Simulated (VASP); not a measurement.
Wanted: the native input for a VASP 6.6.1 run.

```yaml
Task: single point
Functional: PBE
Potentials_or_basis: VASP PAW PBE potentials, release 64 (Hg)
Cutoff: 500 eV
k_mesh: 9 × 9 × 10
Occupations: gaussian, width 0.1 eV
Spin: no spin polarisation
Dipole_correction: no
Further_INCAR_settings: ALGO = Normal; EDIFF = 1e-06; NBANDS = 25
```

The structure of Hg lies in POSCAR:

```
Hg
1.0
    4.5400020208      0.0000000000      0.0000000000
   -2.2700010104      3.9317570832      0.0000000000
    0.0000000000      0.0000000000      3.8700000000
Hg
3
Direct
    0.3663729662      0.6666666667      0.5000000000
    0.0000000000      0.0000000000      0.0000000000
    0.6666666667      0.3333333333      0.5000000000
```

This cell differs from its parent crystal: one atom moved.

These files were run (other wordings do the same):

INCAR

```
PREC = Accurate
ENCUT = 500
EDIFF = 1E-6
ISMEAR = 0
SIGMA = 0.1
LREAL = F
LASPH = T
NELM = 120
ALGO = Normal
ISIF = 2
LWAVE = F
LCHARG = F
GGA = PE
NBANDS = 25
GGA_COMPAT = F
```

KPOINTS

```
regular mesh
0
Gamma
  9 9 10
```

Potentials or basis: VASP PAW PBE potentials, release 64 (Hg).

The run is started by

```bash
$ cat potpaw_PBE.64/Hg/POTCAR > POTCAR
$ mpirun -np 1 vasp_std > vasp.out
```

Results of the run:

```json
{"Pressure": "15.2 GPa", "Largest force": "1.967 eV/Å", "Band gap on the k mesh": "zero (bands 18 and 19 overlap by 5.74 eV)"}
```

Caveat: the cell differs from its parent crystal (one atom moved); the stress differs along the axes, from 5 to 21 GPa; spin-orbit coupling is left out, which moves the levels of the heavy elements; forces of over 1 eV/Å act on the atoms, so gaps and moduli don't describe the material at rest.

Run time: 7.8 min on 1 thread of Intel Xeon 8259CL, on a shared host, peak memory 0.41 GiB.
